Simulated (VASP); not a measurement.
# SnSe2 (C2/m) in VASP: further runs

SnSe2 is run at these levels: PBEsol; tasks: single point.

Everything below comes from runs of VASP 6.6.1. Logs are shortened: lines on timing, memory, paths and dates and some standing lists are left out, and cuts for length are marked.

**1. The cell of the first run**

Symmetry: C2/m, No. 12, monoclinic system. Conventional cell: a = 7.011 Å, b = 3.590 Å, c = 6.146 Å, α = 90.00°, β = 90.00°, γ = 90.00°. Sn (site symmetry 2/m) has 6 Se at 2.67 to 2.82 Å and 2 Sn at 3.59 Å within 3.6 Å. Se (site symmetry m) has 3 Sn at 2.67 to 2.82 Å and 12 Se at 3.59 to 3.94 Å within 4.0 Å.

**2. Single point, PBEsol (strain -0.0600 x Voigt [1, -1, 0, 0, 0, 0])**

Contents of INCAR:

```
PREC = Accurate
ENCUT = 520
EDIFF = 1E-6
ISMEAR = 0
SIGMA = 0.05
LREAL = False
LASPH = True
NELM = 100
ALGO = Normal
ISIF = 2
LWAVE = False
LCHARG = True
GGA = PS
LELF = True
LVHAR = True
NBANDS = 20
```

Contents of KPOINTS:

```
Automatic mesh
0
Gamma
  12 12 6
```

Contents of POSCAR:

```
SnSe2
1.0
    3.5897881491      0.0000000000      0.0000000000
   -1.7948940746      3.5057219098      0.0000000000
    0.0000000000      0.0000000000      6.1455711062
Sn Se
1 2
Direct
    0.0000000000      0.0000000000      0.0000000000
    0.3333333333      0.6666666667      0.2580716066
    0.6666666667      0.3333333333      0.7419283934
```

Potentials or basis: VASP PAW PBE potentials, release 64 (Sn_d, Se).

Launch:

```sh
> cat potpaw_PBE.64/Sn_d/POTCAR potpaw_PBE.64/Se/POTCAR > POTCAR
> mpirun -np 1 vasp_std > vasp.out
```

OUTCAR:

```text
PREC = Accurate
   ENCUT = 520
   EDIFF = 1E-6
   ISMEAR = 0
   LREAL = False
   LASPH = True
   NELM = 100
   ISIF = 2
   GGA = PS

 ion  position               nearest neighbor table
   1  0.000  0.000  0.000-   2 2.67   3 2.67   3 2.67   2 2.67   3 2.82   2 2.82
   2  0.333  0.667  0.258-   1 2.67   1 2.67   1 2.82
   3  0.667  0.333  0.742-   1 2.67   1 2.67   1 2.82

  LATTYP: Found a base centered orthorhombic cell.
 ALAT       =     3.5897881491
 B/A-ratio  =     1.9531636766
 C/A-ratio  =     1.7119592720

  Lattice vectors:

 A1 = (   1.7948940746,  -3.5057219098,   0.0000000000)
 A2 = (   1.7948940745,   3.5057219098,   0.0000000000)
 A3 = (   0.0000000000,   0.0000000000,   6.1455711062)

Analysis of symmetry for initial positions (statically):
=====================================================================
 Subroutine PRICEL returns:
 Original cell was already a primitive cell.

 Routine SETGRP: Setting up the symmetry group for a
 base centered orthorhombic supercell.

 Subroutine GETGRP returns: Found  4 space group operations
 (whereof  4 operations were pure point group operations)
 out of a pool of  8 trial point group operations.

The static configuration has the point symmetry C_2h.

Analysis of symmetry for dynamics (positions and initial velocities):
=====================================================================
 Subroutine PRICEL returns:
 Original cell was already a primitive cell.

 Routine SETGRP: Setting up the symmetry group for a
 base centered orthorhombic supercell.

 Subroutine GETGRP returns: Found  4 space group operations
 (whereof  4 operations were pure point group operations)
 out of a pool of  8 trial point group operations.

The dynamic configuration has the point symmetry C_2h.

 Subroutine INISYM returns: Found  4 space group operations
 (whereof  4 operations are pure point group operations),
 and found     1 'primitive' translations

----------------------------------------------------------------------------------------

                                     Primitive cell

  volume of cell :      77.3408

  direct lattice vectors                    reciprocal lattice vectors
     3.589788149  0.000000000  0.000000000     0.278567971  0.142623977  0.000000000
    -1.794894075  3.505721910  0.000000000     0.000000000  0.285247953  0.000000000
     0.000000000  0.000000000  6.145571106     0.000000000  0.000000000  0.162718807

  length of vectors
     3.589788149  3.938493474  6.145571106     0.312956408  0.285247953  0.162718807

  position of ions in fractional coordinates (direct lattice)
[... 81 lines left out ...]
   EDIFF  = 0.1E-05   stopping-criterion for ELM
   LREAL  =      F    real-space projection
   EDIFFG = 0.1E-04   stopping-criterion for IOM
   NSW    =      0    number of steps for IOM
   IBRION =     -1    ionic relax: 0-MD 1-quasi-New 2-CG
   NFREE  =      0    steps in history (QN), initial steepest desc. (CG)
   ISIF   =      2    stress and relaxation
   ISYM   =      2    0-nonsym 1-usesym 2-fastsym
   POTIM  = 0.5000    time-step for ionic-motion
   TEBEG  =    0.0;   TEEND  =   0.0 temperature during run
   PSTRESS=    0.0 pullay stress
   NELECT =      26.0000    total number of electrons
   NUPDOWN=      -1.0000    fix difference up-down
   EMIN   =  10.00;   EMAX   =-10.00  energy-range for DOS
   EFERMI =   0.00;   METHOD = LEGACY
   ISMEAR =     0;   SIGMA  =   0.05  broadening in eV -4-tet -1-fermi 0-gaus
   EFERMI_NEDOS =   21; number of points for ismear=-14 and -15
   IALGO  =     38    algorithm
   IMIX   =      4    mixing-type and parameters
     AMIX     =   0.40;   BMIX     =  1.00
     AMIX_MAG =   1.60;   BMIX_MAG =  1.00
  volume/ion in A,a.u.               =      25.78       173.97
  Fermi-wavevector in a.u.,A,eV,Ry     =   1.138317  2.151107 17.629952  1.295765
  Thomas-Fermi vector in A             =   2.275021
   LORBIT       =      0    0 simple, 1 ext, 2 COOP (PROOUT), +10 PAW based schemes
   GGA     = PS    functional components
   LHFCALC =     F    Hartree Fock is set to
   AEXX    =    0.0000 exact exchange contribution
   IVDW    =     0    specifies the selected vdW correction
   LEPSILON=     F    determine dielectric tensor
   LRPA    =     F    only Hartree local field effects (RPA)
 non-spin polarized calculation
 Gauss-broadening in eV      SIGMA  =   0.05
  energy-cutoff  :      520.00
  volume of cell :       77.34
 maximum number of plane-waves:      2109
   NGX = 13   NGY = 15   NGZ = 23

 number of electron      26.0000000 magnetization

 Free energy of the ion-electron system (eV)
  ---------------------------------------------------
  ext. energy  EPLUGINS =         0.00000000
  ---------------------------------------------------
  free energy    TOTEN  =       -12.83794732 eV

  energy without entropy =      -12.83732219  energy(sigma->0) =      -12.83763476

 E-fermi :   4.4232     XC(G=0):  -9.6754

 val. band max:        4.4108803733   @ k =   0.5000   0.0000   0.3333
 cond. band min:       4.4275788461   @ k =   0.0000   0.2500   0.0000
 fundamental gap:      0.0166984728
 Fermi energy:         4.4231608636

 k-point     1 :       0.0000    0.0000    0.0000
  band No.  band energies     occupation
      1     -17.1330      2.00000
      2     -17.0801      2.00000
      3     -17.0630      2.00000
      4     -17.0613      2.00000
      5     -17.0411      2.00000
      6      -9.8295      2.00000
[... 541 lines left out ...]
     19      13.0899      0.00000
     20      14.3420      0.00000

 [... further k-points ...]

------------------------ aborting loop because EDIFF is reached ----------------------------------------

  FORCE on cell =-STRESS in cart. coord.  units (eV):
  Direction    XX          YY          ZZ          XY          YZ          ZX
  --------------------------------------------------------------------------------------
  -------------------------------------------------------------------------------------
  Total        3.0030810     -1.9197728      0.2092023      0.0000000     -0.3159673      0.0000000
  in kB       62.2112752    -39.7696609      4.3337957      0.0000000     -6.5455206      0.0000000
  external PRESSURE =       8.9251367 kB  Pullay stress =       0.0000000 kB

 VOLUME and BASIS-vectors are now :
 -----------------------------------------------------------------------------
  energy-cutoff  :      520.00
  volume of cell :       77.34
      direct lattice vectors                 reciprocal lattice vectors
     3.589788149  0.000000000  0.000000000     0.278567971  0.142623977  0.000000000
    -1.794894075  3.505721910  0.000000000     0.000000000  0.285247953  0.000000000
     0.000000000  0.000000000  6.145571106     0.000000000  0.000000000  0.162718807

 POSITION                                       TOTAL-FORCE (eV/Angst)
 -----------------------------------------------------------------------------------
      0.00000      0.00000      0.00000        -0.000000      0.000000      0.000000
     -0.00000      2.33715      1.58600         0.000000     -0.108125      0.083477
      1.79489      1.16857      4.55957        -0.000000      0.108125     -0.083477
 -----------------------------------------------------------------------------------
    total drift:                                0.000000      0.000000      0.000000

  FREE ENERGIE OF THE ION-ELECTRON SYSTEM (eV)
  ---------------------------------------------------
  free  energy   TOTEN  =       -12.8379473195 eV

  energy  without entropy=      -12.8373221934  energy(sigma->0) =      -12.83763476
```

OSZICAR:

```text
N       E                     dE             d eps       ncg     rms          rms(c)
DAV:   1     0.204327145257E+03    0.20433E+03   -0.12134E+04  9920   0.148E+03
DAV:   2     0.105316667682E+02   -0.19380E+03   -0.18659E+03 10392   0.386E+02
DAV:   3    -0.122981305922E+02   -0.22830E+02   -0.22318E+02 11788   0.114E+02
DAV:   4    -0.130974189240E+02   -0.79929E+00   -0.79672E+00 11532   0.223E+01
DAV:   5    -0.131166044937E+02   -0.19186E-01   -0.19184E-01 13240   0.364E+00    0.502E+00
DAV:   6    -0.128672649407E+02    0.24934E+00   -0.49199E-01 14208   0.763E+00    0.317E+00
DAV:   7    -0.128399674810E+02    0.27297E-01   -0.14315E-01 11472   0.258E+00    0.918E-01
DAV:   8    -0.128379433379E+02    0.20241E-02   -0.12255E-02 12528   0.104E+00    0.270E-01
DAV:   9    -0.128379429609E+02    0.37701E-06   -0.13080E-03 10964   0.277E-01    0.779E-02
DAV:  10    -0.128379359864E+02    0.69745E-05   -0.11912E-04 11792   0.765E-02    0.291E-02
DAV:  11    -0.128379468682E+02   -0.10882E-04   -0.19268E-05 10688   0.269E-02    0.521E-03
DAV:  12    -0.128379473195E+02   -0.45124E-06   -0.14055E-06  8692   0.973E-03
   1 F= -.12837947E+02 E0= -.12837635E+02  d E =-.625126E-03
```

Run time: 8.6 min. Hardware: 1 thread of Intel Xeon 8259CL, shared host; peak memory 0.47 GiB.

Results:

| Item | Value |
| --- | --- |
| Free energy | -12.8379 eV |
| Pressure | 0.9 GPa |
| Largest force | 0.137 eV/Å |
| Band gap on the k mesh | zero (bands 13 and 14 overlap by 0.06 eV) |

Forces in eV/Å, atoms in the order of the input:
```
Sn   0.000  0.000  0.000
Se   0.000 -0.108  0.083
Se   0.000  0.108 -0.083
```

Levels at points of the mesh, in eV from the Fermi level:
```csv
k point,band 9,band 10,band 11,band 12,band 13,band 14,band 15,band 16,band 17,band 18
"(0.00, 0.00, 0.00)",-1.36,-1.13,-0.58,-0.37,-0.29,0.58,2.12,4.28,4.95,7.69
"(0.50, 0.00, 0.00)",-4.77,-3.57,-2.88,-1.74,-0.86,0.43,2.86,4.40,4.70,6.48
"(0.00, 0.50, 0.00)",-4.75,-3.70,-2.10,-1.92,-0.06,1.56,4.11,5.08,5.60,6.21
"(0.00, 0.00, 0.50)",-2.80,-1.22,-0.91,-0.70,-0.10,1.99,2.17,4.00,4.64,7.07
"(0.50, 0.00, 0.50)",-5.30,-3.12,-2.21,-1.42,-1.29,0.18,3.44,4.12,5.38,5.39
"(0.00, 0.50, 0.50)",-5.26,-2.46,-1.89,-1.17,-0.49,0.58,3.60,4.79,5.38,6.36
```

Caveat: the cell differs from its parent crystal (strain -0.0600 x Voigt [1, -1, 0, 0, 0, 0]); the stress differs along the axes, from -4 to 6 GPa; semilocal functionals underestimate gaps, and a narrow one can read as zero; the PAW data sets were made with another functional, which shifts forces and pressure a little; spin-orbit coupling is left out, which moves the levels of the heavy elements; this functional lacks dispersion, which binds layers or chains, so the pressure and a relaxed spacing across them are unreliable.

**3. Single point, PBEsol (strain +0.0600 x Voigt [1, -1, 0, 0, 0, 0])**

Contents of INCAR:

```
  PREC = Accurate
  ENCUT = 520
  EDIFF = 1E-6
  ISMEAR = 0
  SIGMA = 0.05
  LREAL = F
  LASPH = T
  NELM = 80
  ALGO = Normal
  ISIF = 2
  LWAVE = F
  LCHARG = F
  GGA = PS
  NBANDS = 20
```

Contents of KPOINTS:

```
regular mesh
0
Gamma
  12 12 6
```

Contents of POSCAR:

```
SnSe2
1.0
    4.0480589767      0.0000000000      0.0000000000
   -2.0240294884      3.1088477313      0.0000000000
    0.0000000000      0.0000000000      6.1455711062
Sn Se
1 2
Direct
    0.0000000000      0.0000000000      0.0000000000
    0.3333333333      0.6666666667      0.2580716066
    0.6666666667      0.3333333333      0.7419283934
```

Potentials or basis: VASP PAW PBE potentials, release 64 (Sn_d, Se).

Launch:

```sh
> cat potpaw_PBE.64/Sn_d/POTCAR potpaw_PBE.64/Se/POTCAR > POTCAR
> mpirun -np 1 vasp_std > vasp.out
```

OUTCAR:

```text
PREC = Accurate
   ENCUT = 520
   EDIFF = 1E-6
   ISMEAR = 0
   LREAL = F
   LASPH = T
   NELM = 80
   ISIF = 2
   GGA = PS

 ion  position               nearest neighbor table
   1  0.000  0.000  0.000-   2 2.61   3 2.61   3 2.77   2 2.77   3 2.77   2 2.77
   2  0.333  0.667  0.258-   1 2.61   1 2.77   1 2.77
   3  0.667  0.333  0.742-   1 2.61   1 2.77   1 2.77

  Warning from LATTYP: Monoclinic adjustment (A1->A3, A2->A1, A3->A2)!
  LATTYP: Found a base centered orthorhombic cell.
 ALAT       =     4.0480589767
 B/A-ratio  =     1.5359695840
 C/A-ratio  =     1.5181525619

  Lattice vectors:

 A1 = (   2.0240294884,  -3.1088477313,   0.0000000000)
 A2 = (   2.0240294883,   3.1088477313,   0.0000000000)
 A3 = (   0.0000000000,   0.0000000000,   6.1455711062)

Analysis of symmetry for initial positions (statically):
=====================================================================
 Subroutine PRICEL returns:
 Original cell was already a primitive cell.

 Routine SETGRP: Setting up the symmetry group for a
 base centered orthorhombic supercell.

 Subroutine GETGRP returns: Found  4 space group operations
 (whereof  4 operations were pure point group operations)
 out of a pool of  8 trial point group operations.

The static configuration has the point symmetry C_2h.

Analysis of symmetry for dynamics (positions and initial velocities):
=====================================================================
 Subroutine PRICEL returns:
 Original cell was already a primitive cell.

 Routine SETGRP: Setting up the symmetry group for a
 base centered orthorhombic supercell.

 Subroutine GETGRP returns: Found  4 space group operations
 (whereof  4 operations were pure point group operations)
 out of a pool of  8 trial point group operations.

The dynamic configuration has the point symmetry C_2h.

 Subroutine INISYM returns: Found  4 space group operations
[... 114 lines left out ...]
   ISMEAR =     0;   SIGMA  =   0.05  broadening in eV -4-tet -1-fermi 0-gaus
   EFERMI_NEDOS =   21; number of points for ismear=-14 and -15
   IALGO  =     38    algorithm
   IMIX   =      4    mixing-type and parameters
     AMIX     =   0.40;   BMIX     =  1.00
     AMIX_MAG =   1.60;   BMIX_MAG =  1.00
  volume/ion in A,a.u.               =      25.78       173.97
  Fermi-wavevector in a.u.,A,eV,Ry     =   1.138317  2.151107 17.629952  1.295765
  Thomas-Fermi vector in A             =   2.275021
   LORBIT       =      0    0 simple, 1 ext, 2 COOP (PROOUT), +10 PAW based schemes
   GGA     = PS    functional components
   LHFCALC =     F    Hartree Fock is set to
   AEXX    =    0.0000 exact exchange contribution
   IVDW    =     0    specifies the selected vdW correction
   LEPSILON=     F    determine dielectric tensor
   LRPA    =     F    only Hartree local field effects (RPA)
 non-spin polarized calculation
 Gauss-broadening in eV      SIGMA  =   0.05
  energy-cutoff  :      520.00
  volume of cell :       77.34
 maximum number of plane-waves:      2110
   NGX = 15   NGY = 13   NGZ = 23

 number of electron      26.0000001 magnetization

 Free energy of the ion-electron system (eV)
  ---------------------------------------------------
  ext. energy  EPLUGINS =         0.00000000
  ---------------------------------------------------
  free energy    TOTEN  =       -12.86250924 eV

  energy without entropy =      -12.86223710  energy(sigma->0) =      -12.86237317

 E-fermi :   4.2585     XC(G=0):  -9.6755

 val. band max:        4.2333853947   @ k =   0.0000   0.4167   0.3333
 cond. band min:       4.2832851152   @ k =  -0.1667   0.0833   0.0000
 fundamental gap:      0.0498997205
 Fermi energy:         4.2584557776

 k-point     1 :       0.0000    0.0000    0.0000
  band No.  band energies     occupation
      1     -17.1246      2.00000
      2     -17.0968      2.00000
      3     -17.0700      2.00000
      4     -17.0624      2.00000
      5     -17.0409      2.00000
      6      -9.8256      2.00000
[... 541 lines left out ...]
     19      12.6119      0.00000
     20      14.0357      0.00000

 [... further k-points ...]

------------------------ aborting loop because EDIFF is reached ----------------------------------------

  FORCE on cell =-STRESS in cart. coord.  units (eV):
  Direction    XX          YY          ZZ          XY          YZ          ZX
  --------------------------------------------------------------------------------------
  -------------------------------------------------------------------------------------
  Total       -1.3831824      2.4212364      0.1623856     -0.0000000      0.4600770     -0.0000000
  in kB      -28.6537534     50.1578894      3.3639499     -0.0000000      9.5308698     -0.0000000
  external PRESSURE =       8.2893620 kB  Pullay stress =       0.0000000 kB

 VOLUME and BASIS-vectors are now :
 -----------------------------------------------------------------------------
  energy-cutoff  :      520.00
  volume of cell :       77.34
      direct lattice vectors                 reciprocal lattice vectors
     4.048058977  0.000000000  0.000000000     0.247031974  0.160831293  0.000000000
    -2.024029488  3.108847731  0.000000000     0.000000000  0.321662586  0.000000000
     0.000000000  0.000000000  6.145571106     0.000000000  0.000000000  0.162718807

 POSITION                                       TOTAL-FORCE (eV/Angst)
 -----------------------------------------------------------------------------------
      0.00000      0.00000      0.00000        -0.000000      0.000000      0.000000
     -0.00000      2.07257      1.58600        -0.000000      0.160935      0.063126
      2.02403      1.03628      4.55957         0.000000     -0.160935     -0.063126
 -----------------------------------------------------------------------------------
    total drift:                                0.000000     -0.000000      0.000000

  FREE ENERGIE OF THE ION-ELECTRON SYSTEM (eV)
  ---------------------------------------------------
  free  energy   TOTEN  =       -12.8625092384 eV

  energy  without entropy=      -12.8622370997  energy(sigma->0) =      -12.86237317
```

OSZICAR:

```text
N       E                     dE             d eps       ncg     rms          rms(c)
DAV:   1     0.203114159278E+03    0.20311E+03   -0.12155E+04  9904   0.147E+03
DAV:   2     0.104385670032E+02   -0.19268E+03   -0.18543E+03 10244   0.383E+02
DAV:   3    -0.123173195161E+02   -0.22756E+02   -0.22236E+02 11780   0.113E+02
DAV:   4    -0.131209529083E+02   -0.80363E+00   -0.80203E+00 11524   0.222E+01
DAV:   5    -0.131402340651E+02   -0.19281E-01   -0.19280E-01 13192   0.363E+00    0.503E+00
DAV:   6    -0.128924864435E+02    0.24775E+00   -0.49194E-01 14328   0.761E+00    0.317E+00
DAV:   7    -0.128644736461E+02    0.28013E-01   -0.14450E-01 11488   0.262E+00    0.907E-01
DAV:   8    -0.128625000907E+02    0.19736E-02   -0.11999E-02 12568   0.103E+00    0.268E-01
DAV:   9    -0.128625030077E+02   -0.29171E-05   -0.12742E-03 10952   0.267E-01    0.769E-02
DAV:  10    -0.128624981734E+02    0.48343E-05   -0.11127E-04 11920   0.770E-02    0.289E-02
DAV:  11    -0.128625089255E+02   -0.10752E-04   -0.19995E-05 10736   0.275E-02    0.553E-03
DAV:  12    -0.128625092384E+02   -0.31295E-06   -0.11612E-06  8140   0.868E-03
   1 F= -.12862509E+02 E0= -.12862373E+02  d E =-.272139E-03
```

Run time: 7.8 min. Hardware: 1 thread of Intel Xeon 8259CL, shared host; peak memory 0.47 GiB.

What came out:

* Free energy: -12.8625 eV
* Pressure: 0.8 GPa
* Largest force: 0.173 eV/Å
* Band gap on the k mesh: zero (bands 13 and 14 overlap by 0.05 eV)

Forces on the atoms (eV/Å):
```
Sn   0.000  0.000  0.000
Se   0.000  0.161  0.063
Se   0.000 -0.161 -0.063
```

Caveat: the cell differs from its parent crystal (strain +0.0600 x Voigt [1, -1, 0, 0, 0, 0]); the stress differs along the axes, from -3 to 5 GPa; semilocal functionals underestimate gaps, and a narrow one can read as zero; the PAW data sets were made with another functional, which shifts forces and pressure a little; spin-orbit coupling is left out, which moves the levels of the heavy elements; this functional lacks dispersion, which binds layers or chains, so the pressure and a relaxed spacing across them are unreliable.

(Part 1 of 2 ends here.)

The gap in the log of VASP goes by the Fermi energy; the results here count the filled bands.